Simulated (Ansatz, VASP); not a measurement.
# TiC: VASP beside Ansatz

Contents of INCAR:

```
ALGO = Normal
EDIFF = 1E-7
EDIFFG = -0.002
ENCUT = 600
GGA = CA
GGA_COMPAT = False
IBRION = 2
ISIF = 3
ISMEAR = 0
LASPH = True
LCHARG = False
LREAL = False
LWAVE = False
NELM = 120
NELMIN = 4
NSW = 100
PREC = Accurate
SIGMA = 0.1
```

KPOINTS

```
k-points
0
Gamma
  16 16 16
```

The input POSCAR:

```
TiC
1.0
    0.0000000000      2.1303899824      2.1303899824
    2.1303899824      0.0000000000      2.1303899824
    2.1303899824      2.1303899824      0.0000000000
Ti C
1 1
Direct
    0.0000000000      0.0000000000      0.0000000000
    0.5000000000      0.5000000000      0.5000000000
```

Input for Ansatz:

```yaml
crystal:
  lattice:
    - [0.0, 2.1303899824, 2.1303899824]
    - [2.1303899824, 0.0, 2.1303899824]
    - [2.1303899824, 2.1303899824, 0.0]
  atoms:
    - { symbol: Ti, position: [0.0, 0.0, 0.0] }
    - { symbol: C, position: [0.5, 0.5, 0.5] }
basis:
  ecutwfc: 420
kpoints:
  mp_grid: { grid: [16, 16, 16] }
hamiltonian:
  xc: lda
  pseudopotentials: { kind: paw, azcp: { folder: soft_1 } }
scf:
  occupations: { method: gaussian, width: 0.1 }
output:
  forces: true
  stress: true
  eigenvalues: true
  write_density: true
  write_potential: true
  elf: true
  volumetric_format: npy
relax:
  adjacent_minimum: "off"
  f_tol: 0.002
  max_steps: 80
  cell: { stress_tol: 0.02 }
```

Alike in both runs: task relaxation of cell and atoms; functional LDA; k mesh 16 × 16 × 16; occupations gaussian, width 0.1 eV; no spin polarisation.

```csv
,VASP,Ansatz
version,VASP 6.6.1,Ansatz 0.2.0
potentials or method,"VASP PAW LDA potentials, release 64 (Ti_sv, C), cutoff 600 eV","scalar-relativistic, plane waves, PAW"
valence electrons in the cell,16,16
```

|  | VASP | Ansatz | Ansatz less VASP |
| --- | --- | --- | --- |
| gap on the k mesh at the Fermi level, each at its own relaxed structure (eV) | none | none | - |
| relaxed volume (Å³/atom) | 9.69 | 9.67 | -0.021 |
| relaxed cell length with the largest relative difference (Å) | 3.015 | 3.013 | -0.0021 |

Ansatz warns that its potentials were made for another functional, while VASP's fit it. LDA's correlation is that of Perdew and Zunger in VASP and of Perdew and Wang (1992) in Ansatz. A gap of «none» marks a metal or a gap that the smearing closes.
